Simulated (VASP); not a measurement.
Runs of VASP 6.6.1 on CoSi. The structure is cubic, space group P2_13 (No. 198). Conventional cell: a = 4.438 Å, b = 4.438 Å, c = 4.438 Å, α = 90.00°, β = 90.00°, γ = 90.00°. Within 3.0 Å of Co (site symmetry 3) lie 7 Si at 2.28 to 2.47 Å and 6 Co at 2.72 Å. Within 3.0 Å of Si (site symmetry 3) lie 7 Co at 2.28 to 2.47 Å and 6 Si at 2.75 Å. 

```csv
spin,fixed moment (μB),pressure (GPa),moment (μB),largest force (eV/Å)
"collinear, ferromagnetic start",2.0,-4.9,2.00,0.15
"collinear, zero start",0.0,-7.0,0.00,0.24
"collinear, ferromagnetic start",8.0,17.7,8.00,0.51
"collinear, ferromagnetic start",6.0,8.3,6.00,0.24
"collinear, ferromagnetic start",4.0,0.1,4.00,0.02
"collinear, ferromagnetic start",10.0,27.6,10.00,(a)
"collinear, ferromagnetic start",12.0,38.2,12.00,0.73
"collinear, ferromagnetic start",16.0,60.9,16.00,(b)
```

Alike in all rows: task single point; level PBEsol; potentials or basis VASP PAW PBE potentials, release 64 (Co, Si); cell as given; k mesh 5 × 5 × 5; cutoff (eV) 520; smearing fermi-dirac 0.05 eV.

Question: Estimate the missing entries.

Answer: (a) 0.67; (b) 1.13.

Caveats: the PAW data sets were made with another functional, which shifts forces and pressure a little; the total moment is fixed, so each spin has its own Fermi level.
